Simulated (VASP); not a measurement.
# BeSn2 (P-3m1) in VASP: single point with PBE

Aim: the single point of BeSn2 with PBE.

All numbers are computed with VASP 6.6.1; they aren't measurements. Logs are shortened: lines on timing, memory, paths and dates and some standing lists are left out, and cuts for length are marked.

### 1 The cell of the first run

Symmetry: P-3m1, No. 164, trigonal system. The conventional cell has a = 3.957 Å, b = 3.957 Å, c = 4.913 Å, α = 90.00°, β = 90.00°, γ = 120.00°. Within 3.4 Å of Be (site symmetry -3m) lie 6 Sn at 2.59 Å. Within 3.4 Å of Sn (site symmetry 3m) lie 3 Be at 2.59 Å and 6 Sn at 3.33 to 3.38 Å.

### 2 Single point, PBE

File INCAR:

```
SYSTEM = BeSn2
  PREC = Accurate
  ENCUT = 520
  EDIFF = 1E-6
  ISMEAR = 0
  SIGMA = 0.1
  LREAL = .FALSE.
  LASPH = .TRUE.
  NELM = 60
  ALGO = Fast
  ISIF = 2
  LWAVE = .FALSE.
  LCHARG = .TRUE.
  GGA = PE
  LELF = .TRUE.
  LVHAR = .TRUE.
  NBANDS = 22
```

File KPOINTS:

```
Automatic mesh
0
G
  18 18 8
  0 0 0
```

File POSCAR:

```
BeSn2
1.0
    3.9570164351      0.0000000000      0.0000000000
   -1.9785082175      3.4268767560      0.0000000000
    0.0000000000      0.0000000000      4.9128258472
Be Sn
1 2
Direct
    0.0000000000      0.0000000000      0.5000000000
    0.3333333333      0.6666666667      0.7471238594
    0.6666666667      0.3333333333      0.2528761406
```

Potentials or basis: VASP PAW PBE potentials, release 64 (Be, Sn_d).

Launch:

```sh
$ cat potpaw_PBE.64/Be/POTCAR potpaw_PBE.64/Sn_d/POTCAR > POTCAR
$ mpirun -np 1 vasp_std > vasp.out
```

OUTCAR:

```text
SYSTEM = BeSn2
   PREC = Accurate
   ENCUT = 520
   EDIFF = 1E-6
   ISMEAR = 0
   LREAL = .FALSE.
   LASPH = .TRUE.
   NELM = 60
   ISIF = 2
   GGA = PE

 ion  position               nearest neighbor table
   1  0.000  0.000  0.500-   2 2.59   3 2.59   2 2.59   3 2.59   3 2.59   2 2.59
   2  0.333  0.667  0.747-   1 2.59   1 2.59   1 2.59   3 3.33   3 3.33   3 3.33   3 3.38   3 3.38
                             3 3.38
   3  0.667  0.333  0.253-   1 2.59   1 2.59   1 2.59   2 3.33   2 3.33   2 3.33   2 3.38   2 3.38
                             2 3.38

  LATTYP: Found a hexagonal cell.
 ALAT       =     3.9570164351
 C/A-ratio  =     1.2415480016

  Lattice vectors:

 A1 = (   3.9570164351,   0.0000000000,   0.0000000000)
 A2 = (  -1.9785082175,   3.4268767560,   0.0000000000)
 A3 = (   0.0000000000,   0.0000000000,   4.9128258472)

Analysis of symmetry for initial positions (statically):
=====================================================================
 Subroutine PRICEL returns:
 Original cell was already a primitive cell.

 Routine SETGRP: Setting up the symmetry group for a
 hexagonal supercell.

 Subroutine GETGRP returns: Found 12 space group operations
 (whereof 12 operations were pure point group operations)
 out of a pool of 24 trial point group operations.

The static configuration has the point symmetry D_3d.

Analysis of symmetry for dynamics (positions and initial velocities):
=====================================================================
 Subroutine PRICEL returns:
 Original cell was already a primitive cell.

 Routine SETGRP: Setting up the symmetry group for a
 hexagonal supercell.

 Subroutine GETGRP returns: Found 12 space group operations
 (whereof 12 operations were pure point group operations)
 out of a pool of 24 trial point group operations.

The dynamic configuration has the point symmetry D_3d.

 Subroutine INISYM returns: Found 12 space group operations
 (whereof 12 operations are pure point group operations),
 and found     1 'primitive' translations

----------------------------------------------------------------------------------------

                                     Primitive cell

  volume of cell :      66.6189

  direct lattice vectors                    reciprocal lattice vectors
     3.957016435  0.000000000  0.000000000     0.252715655  0.145905451  0.000000000
    -1.978508217  3.426876756  0.000000000     0.000000000  0.291810903  0.000000000
     0.000000000  0.000000000  4.912825847     0.000000000  0.000000000  0.203548840

  length of vectors
     3.957016435  3.957016435  4.912825847     0.291810903  0.291810903  0.203548840

  position of ions in fractional coordinates (direct lattice)
     0.000000000  0.000000000  0.500000000
     0.333333333  0.666666667  0.747123859
     0.666666667  0.333333333  0.252876141

  ion indices of the primitive-cell ions
   primitive index   ion index
                 1           1
                 2           2
                 3           3

----------------------------------------------------------------------------------------

 KPOINTS: Automatic mesh

Automatic generation of k-mesh.
 Grid dimensions read from file:
 generate k-points for:   18   18    8

 Generating k-lattice:

  Cartesian coordinates                     Fractional coordinates (reciprocal lattice)
     0.014039759  0.008105858  0.000000000     0.055555556 -0.000000000  0.000000000
     0.000000000  0.016211717  0.000000000     0.000000000  0.055555556  0.000000000
     0.000000000  0.000000000  0.025443605     0.000000000  0.000000000  0.125000000

  Length of vectors
     0.016211717  0.016211717  0.025443605

  Shift w.r.t. Gamma in fractional coordinates (k-lattice)
     0.000000000  0.000000000  0.000000000

 Subroutine IBZKPT returns following result:
 ===========================================

 Found    266 irreducible k-points:

 Following reciprocal coordinates:
            Coordinates               Weight
  0.000000  0.000000  0.000000      1.000000
  0.055556  0.000000  0.000000      6.000000
  0.111111  0.000000  0.000000      6.000000
  0.166667  0.000000  0.000000      6.000000
  0.222222  0.000000  0.000000      6.000000
  0.277778  0.000000  0.000000      6.000000
[... 16 lines left out ...]
  0.333333  0.111111  0.000000     12.000000
  0.388889  0.111111  0.000000     12.000000
 [... further k-points ...]
   k-points           NKPTS =    266   k-points in BZ     NKDIM =    266   number of bands    NBANDS=     22
   number of dos      NEDOS =    301   number of ions     NIONS =      3
   total plane-waves  NPLWV =  36000
   dimension x,y,z NGX =    30 NGY =   30 NGZ =   40
   dimension x,y,z NGXF=    60 NGYF=   60 NGZF=   80
   ions per type =               1   2
   NGX,Y,Z   is equivalent  to a cutoff of  12.60, 12.60, 13.54 a.u.
   NGXF,Y,Z  is equivalent  to a cutoff of  25.21, 25.21, 27.07 a.u.
 SYSTEM =  BeSn2
   PREC   = accura    normal or accurate (medium, high low for compatibility)
   ISTART =      0    job   : 0-new  1-cont  2-samecut
   ICHARG =      2    charge: 1-file 2-atom 10-const
   ISPIN  =      1    spin polarized calculation?
   LNONCOLLINEAR =      F non collinear calculations
   LSORBIT =      F    spin-orbit coupling
   LASPH  =      T    aspherical Exc in radial PAW
   ENCUT  =  520.0 eV  38.22 Ry    6.18 a.u.   7.36  7.36  9.13*2*pi/ulx,y,z
   NELM   =     60;   NELMIN=  2; NELMDL= -5     # of ELM steps
   EDIFF  = 0.1E-05   stopping-criterion for ELM
   LREAL  =      F    real-space projection
   EDIFFG = 0.1E-04   stopping-criterion for IOM
   NSW    =      0    number of steps for IOM
   IBRION =     -1    ionic relax: 0-MD 1-quasi-New 2-CG
   NFREE  =      0    steps in history (QN), initial steepest desc. (CG)
   ISIF   =      2    stress and relaxation
   ISYM   =      2    0-nonsym 1-usesym 2-fastsym
   POTIM  = 0.5000    time-step for ionic-motion
   TEBEG  =    0.0;   TEEND  =   0.0 temperature during run
   PSTRESS=    0.0 pullay stress
   NELECT =      30.0000    total number of electrons
   NUPDOWN=      -1.0000    fix difference up-down
   EMIN   =  10.00;   EMAX   =-10.00  energy-range for DOS
   EFERMI =   0.00;   METHOD = LEGACY
   ISMEAR =     0;   SIGMA  =   0.10  broadening in eV -4-tet -1-fermi 0-gaus
   EFERMI_NEDOS =   21; number of points for ismear=-14 and -15
   IALGO  =     68    algorithm
   IMIX   =      4    mixing-type and parameters
     AMIX     =   0.40;   BMIX     =  1.00
     AMIX_MAG =   1.60;   BMIX_MAG =  1.00
  volume/ion in A,a.u.               =      22.21       149.86
  Fermi-wavevector in a.u.,A,eV,Ry     =   1.254824  2.371273 21.423492  1.574582
  Thomas-Fermi vector in A             =   2.388610
   LORBIT       =      0    0 simple, 1 ext, 2 COOP (PROOUT), +10 PAW based schemes
   GGA     = PE    functional components
   LHFCALC =     F    Hartree Fock is set to
   AEXX    =    0.0000 exact exchange contribution
   IVDW    =     0    specifies the selected vdW correction
   LEPSILON=     F    determine dielectric tensor
   LRPA    =     F    only Hartree local field effects (RPA)
 non-spin polarized calculation
 RMM-DIIS sequential band-by-band and
 Gauss-broadening in eV      SIGMA  =   0.10
  energy-cutoff  :      520.00
  volume of cell :       66.62
 maximum number of plane-waves:      1825
 NGX is ok and might be reduce to    30
   NGX = 15   NGY = 15   NGZ = 19

 number of electron      30.0000006 magnetization

 Free energy of the ion-electron system (eV)
  ---------------------------------------------------
  ext. energy  EPLUGINS =         0.00000000
  ---------------------------------------------------
  free energy    TOTEN  =       -10.56657108 eV

  energy without entropy =      -10.56079604  energy(sigma->0) =      -10.56368356

 E-fermi :   6.9179     XC(G=0): -10.0580

 val. band max:        6.9163920329   @ k =   0.1667   0.0556   0.2500
 cond. band min:       6.9289110821   @ k =   0.0000   0.1667   0.1250
 fundamental gap:      0.0125190492
 Fermi energy:         6.9179318592

 k-point     1 :       0.0000    0.0000    0.0000
  band No.  band energies     occupation
      1     -14.3556      2.00000
      2     -14.3556      2.00000
      3     -14.3405      2.00000
      4     -14.2901      2.00000
      5     -14.2901      2.00000
      6     -14.2691      2.00000
[... 14 lines left out ...]
     21      14.6879      0.00000
     22      14.7082      0.00000

 k-point     2 :       0.0556    0.0000    0.0000
  band No.  band energies     occupation
      1     -14.3568      2.00000
      2     -14.3558      2.00000
      3     -14.3401      2.00000
      4     -14.2925      2.00000
      5     -14.2888      2.00000
      6     -14.2680      2.00000
[... 14 lines left out ...]
     21      14.3570      0.00000
     22      14.5602      0.00000

 k-point     3 :       0.1111    0.0000    0.0000
  band No.  band energies     occupation
      1     -14.3603      2.00000
      2     -14.3563      2.00000
      3     -14.3392      2.00000
      4     -14.2971      2.00000
      5     -14.2855      2.00000
      6     -14.2663      2.00000
[... 14 lines left out ...]
     21      13.5134      0.00000
     22      14.2553      0.00000

 k-point     4 :       0.1667    0.0000    0.0000
  band No.  band energies     occupation
      1     -14.3652      2.00000
      2     -14.3570      2.00000
      3     -14.3388      2.00000
      4     -14.3009      2.00000
      5     -14.2808      2.00000
      6     -14.2635      2.00000
[... 14 lines left out ...]
     21      13.7728      0.00000
     22      13.9179      0.00000

 k-point     5 :       0.2222    0.0000    0.0000
  band No.  band energies     occupation
      1     -14.3708      2.00000
      2     -14.3582      2.00000
      3     -14.3396      2.00000
      4     -14.3025      2.00000
      5     -14.2754      2.00000
      6     -14.2599      2.00000
[... 14 lines left out ...]
     21      13.6826      0.00000
     22      14.2438      0.00000

 k-point     6 :       0.2778    0.0000    0.0000
  band No.  band energies     occupation
      1     -14.3764      2.00000
      2     -14.3597      2.00000
      3     -14.3413      2.00000
      4     -14.3018      2.00000
      5     -14.2700      2.00000
      6     -14.2556      2.00000
[... 14 lines left out ...]
     21      13.9029      0.00000
     22      14.2677      0.00000

 k-point     7 :       0.3333    0.0000    0.0000
  band No.  band energies     occupation
      1     -14.3813      2.00000
      2     -14.3617      2.00000
      3     -14.3430      2.00000
      4     -14.3001      2.00000
      5     -14.2651      2.00000
      6     -14.2531      2.00000
[... 324 lines left out ...]
      6     -14.2612      2.00000
[... 14 lines left out ...]
     21      13.3165      0.00000
     22      14.9246      0.00000

 k-point    21 :       0.2222    0.1111    0.0000
  band No.  band energies     occupation
      1     -14.3825      2.00000
      2     -14.3532      2.00000
      3     -14.3380      2.00000
      4     -14.3091      2.00000
      5     -14.2646      2.00000
      6     -14.2546      2.00000
[... 14 lines left out ...]
     21      13.5029      0.00000
     22      15.1773      0.00000

 k-point    22 :       0.2778    0.1111    0.0000
  band No.  band energies     occupation
      1     -14.3883      2.00000
      2     -14.3528      2.00000
      3     -14.3388      2.00000
      4     -14.3068      2.00000
      5     -14.2647      2.00000
      6     -14.2554      2.00000
[... 14 lines left out ...]
     21      13.9822      0.00000
     22      15.2142      0.00000

 k-point    23 :       0.3333    0.1111    0.0000
  band No.  band energies     occupation
      1     -14.3929      2.00000
      2     -14.3533      2.00000
      3     -14.3389      2.00000
      4     -14.3035      2.00000
      5     -14.2654      2.00000
      6     -14.2597      2.00000
[... 14 lines left out ...]
     21      14.5992      0.00000
     22      15.1888      0.00000

 k-point    24 :       0.3889    0.1111    0.0000
  band No.  band energies     occupation
      1     -14.3958      2.00000
      2     -14.3542      2.00000
      3     -14.3383      2.00000
      4     -14.3006      2.00000
      5     -14.2662      2.00000
      6     -14.2632      2.00000
[... 14 lines left out ...]
     21      15.0453      0.00000
     22      15.1831      0.00000

 [... further k-points ...]
[... 5 lines left out ...]
  --------------------------------------------------------------------------------------
  -------------------------------------------------------------------------------------
  Total       -0.0282715     -0.0282715     -0.0303830     -0.0000000      0.0000000      0.0000000
  in kB       -0.6799249     -0.6799249     -0.7307078     -0.0000000      0.0000000      0.0000000
  external PRESSURE =      -0.6968525 kB  Pullay stress =       0.0000000 kB

 VOLUME and BASIS-vectors are now :
 -----------------------------------------------------------------------------
  energy-cutoff  :      520.00
  volume of cell :       66.62
      direct lattice vectors                 reciprocal lattice vectors
     3.957016435  0.000000000  0.000000000     0.252715655  0.145905451  0.000000000
    -1.978508217  3.426876756  0.000000000     0.000000000  0.291810903  0.000000000
     0.000000000  0.000000000  4.912825847     0.000000000  0.000000000  0.203548840

 POSITION                                       TOTAL-FORCE (eV/Angst)
 -----------------------------------------------------------------------------------
      0.00000      0.00000      2.45641        -0.000000      0.000000      0.000000
     -0.00000      2.28458      3.67049        -0.000000      0.000000      0.002177
      1.97851      1.14229      1.24234         0.000000     -0.000000     -0.002177
 -----------------------------------------------------------------------------------
    total drift:                                0.000000     -0.000000     -0.000000

  FREE ENERGIE OF THE ION-ELECTRON SYSTEM (eV)
  ---------------------------------------------------
  free  energy   TOTEN  =       -10.5665710826 eV

  energy  without entropy=      -10.5607960374  energy(sigma->0) =      -10.56368356
```

Run time: 4.3 min. Hardware: 1 thread of Oxide Virtual Turin-like, shared host; peak memory 0.41 GiB.

What came out:

| Property | Result |
| --- | --- |
| Free energy | -10.5666 eV |
| Pressure | -0.1 GPa |
| Band gap on the k mesh | zero (band 15 reaches 9.19 eV, above the bottom of band 16 at 4.55 eV) |

Forces in eV/Å, atoms in the order of the input:
```
Be   0.000  0.000  0.000
Sn   0.000  0.000  0.002
Sn   0.000  0.000 -0.002
```

Caveat: spin-orbit coupling is left out, which moves the levels of the heavy elements.
